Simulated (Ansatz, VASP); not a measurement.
## One calculation of B, two programs

```
B
1.0
     3.83906    0.00000    0.00000
     0.00000    3.83906    0.00000
     0.00000    0.00000    4.74164
B
8
Direct
  0.78194 0.50000 0.18091
  0.50000 0.78194 0.68091
  0.50000 0.21806 0.68091
  0.78194 0.50000 0.81909
  0.21806 0.50000 0.81909
  0.21806 0.50000 0.18091
  0.50000 0.78194 0.31909
  0.50000 0.21806 0.31909
```

Alike in both runs: task single point; functional PBE; k mesh 4 × 4 × 4; occupations gaussian, width 0.1 eV; no spin polarisation.

```csv
,VASP,Ansatz
version,VASP 6.6.1,Ansatz 0.2.0
potentials or method,"VASP PAW PBE potentials, release 64 (B), cutoff 520 eV","scalar-relativistic, plane waves, PAW"
valence electrons in the cell,24,24
```

|  | VASP | Ansatz | Ansatz less VASP |
| --- | --- | --- | --- |
| gap on the k mesh at the Fermi level (eV) | none | none | - |
| pressure (GPa) | 21.3 | 21.3 | -0.01 |
| traceless stress, the component that is largest in VASP (GPa) | -1.30 | -1.34 | -0.045 |
| rms of the force components (eV/Å) | 0.768 | 0.762 | -0.0058 |

Atom by atom the forces differ by 0.006 eV/Å (rms over components). A gap of «none» marks a metal or a gap that the smearing closes. With one functional, cell and mesh, what is left measures potentials, basis and numerics.

The k mesh is coarse, so the values compare programs but aren't converged.
